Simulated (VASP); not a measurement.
A run of VASP 6.6.1 is set up as follows.

Contents of INCAR:

```
  PREC = Accurate
  ENCUT = 520
  EDIFF = 1E-7
  ISMEAR = 0
  SIGMA = 0.1
  LREAL = F
  LASPH = T
  NELM = 60
  ALGO = Fast
  ISIF = 2
  LWAVE = F
  LCHARG = T
  GGA = PS
  LELF = T
  LVHAR = T
  NBANDS = 12
```

KPOINTS

```
Automatic mesh
0
Gamma
  8 8 8
```

POSCAR

```
Nb
1.0
    0.0000000000      2.0102686753      2.0102686753
    2.0102686753      0.0000000000      2.0102686753
    2.0102686753      2.0102686753      0.0000000000
Nb
1
Direct
    0.0000000000      0.0000000000      0.0000000000
```

Potentials or basis: VASP PAW PBE potentials, release 64 (Nb_sv).

Launch:

```console
$ cat potpaw_PBE.64/Nb_sv/POTCAR > POTCAR
$ mpirun -np 1 vasp_std > vasp.out
```

**Question.** Estimate the pressure.

**Answer.** 22.0 GPa.

Caveat: the cell differs from its parent crystal (Mo replaced by Nb, lengths x 1.039, strained); the PAW data sets were made with another functional, which shifts forces and pressure a little.
